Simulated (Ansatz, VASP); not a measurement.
**Ba in VASP and in Ansatz**

```xyz
4
Lattice="-4.1312 4.1312 3.8368 4.1312 -4.1312 3.8368 4.1312 4.1312 -3.8368" Properties=species:S:1:pos:R:3 pbc="T T T"
Ba    1.5026    2.6286    3.8368
Ba    2.6286    1.5026    0.0000
Ba    2.6286   -1.5026    3.8368
Ba    1.5026    5.6338   -0.0500
```

Alike in both runs: task single point; functional LDA; k mesh 5 × 5 × 5; no spin polarisation.

```csv
,VASP,Ansatz
version,VASP 6.6.1,Ansatz 0.2.0
potentials or method,"VASP PAW LDA potentials, release 64 (Ba_sv), cutoff 520 eV","plane waves, PAW"
occupations,"methfessel-paxton of order 1, width 0.02 eV","cold, width 0.02 eV"
valence electrons in the cell,40,40
```

|  | VASP | Ansatz | Ansatz less VASP |
| --- | --- | --- | --- |
| rms of the force components (eV/Å) | 0.080 | 0.080 | -0.0005 |

LDA's correlation is that of Perdew and Zunger in VASP and of Perdew and Wang (1992) in Ansatz. Atom by atom the forces differ by 0.001 eV/Å (rms over components).

Spin-orbit coupling is off throughout.
